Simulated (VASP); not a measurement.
Input of a VASP 6.6.1 run:

File INCAR:

```
PREC = Accurate ; ENCUT = 520
EDIFF = 1E-6 ; ISMEAR = 0
SIGMA = 0.1 ; LREAL = False
LASPH = True ; NELM = 80
ALGO = Normal ; ISIF = 2
LWAVE = False ; LCHARG = True
LDIPOL = True ; IDIPOL = 3
DIPOL = 0.5 0.5 0.500 ; GGA = PE
LELF = True ; LVHAR = True
LVACPOTAV = True ; NBANDS = 11
```

Contents of KPOINTS:

```
regular mesh
0
Gamma
  15 15 1
```

POSCAR

```
Si
1.0
    3.9370000000      0.0000000000      0.0000000000
   -1.9685000000      3.4095420147      0.0000000000
    0.0000000000      0.0000000000     28.0000000000
Si
2
Direct
    0.3333333333      0.6666666667      0.5178571429
    0.6666666667      0.3333333333      0.4821428571
```

Potentials or basis: VASP PAW PBE potentials, release 64 (Si).

The run is started by

```console
$ cat potpaw_PBE.64/Si/POTCAR > POTCAR
$ mpirun -np 1 vasp_std > vasp.out
```

Problem. Predict the largest force.

Solution. 2.220 eV/Å.

Problem. Predict the band gap on the k mesh.

Solution. Zero (band 4 reaches -3.22 eV, above the bottom of band 5 at -3.62 eV).

Forces in eV/Å, atoms in the order of the input:
```
Si   0.000  0.000 -2.220
Si   0.000  0.000  2.220
```
